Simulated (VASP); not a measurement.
Runs of VASP 6.6.1 on La2HfO2. The structure is that of space group P6/mmm (No. 191), or close to it. The cells are those of the table. The cell was generated, and may not be a known phase.

| task | cell | k mesh | cutoff (eV) | gap on the mesh (eV) | pressure (GPa) |
| --- | --- | --- | --- | --- | --- |
| single point | a = 5.546, b = 5.546, c = 4.406 Å, angles 90.0, 90.0, 120.0°, 5 atoms | 12 × 12 × 8 | 520 | none | -0.2 |
| single point | a = 5.333, b = 5.333, c = 4.114 Å, angles 90.0, 90.0, 120.0°, 5 atoms | 6 × 6 × 4 | 520 | none | (a) |
| single point | a = 5.469, b = 5.469, c = 4.427 Å, angles 90.0, 90.0, 120.0°, 5 atoms | 6 × 6 × 4 | 520 | none | -0.1 |
| relaxation of cell and atoms | relaxed from a = 5.333, b = 5.333, c = 4.114 Å, angles 90.0, 90.0, 120.0°, 5 atoms | 6 × 6 × 4 | 600 | none | 0.1 |

Alike in all rows: level PBE; potentials or basis VASP PAW PBE potentials, release 64 (La, Hf_pv, O); no spin polarisation; smearing gaussian 0.1 eV.

Task: Estimate the missing entries.

Result: (a) 17.3.

Caveats: some runs use coarse meshes; spin-orbit coupling is left out, which moves the levels of the heavy elements.

A k mesh can miss the band edges, and the runs leave out spin-orbit coupling on Hf, La.

A gap of «none» marks levels without a gap at the run's occupations.
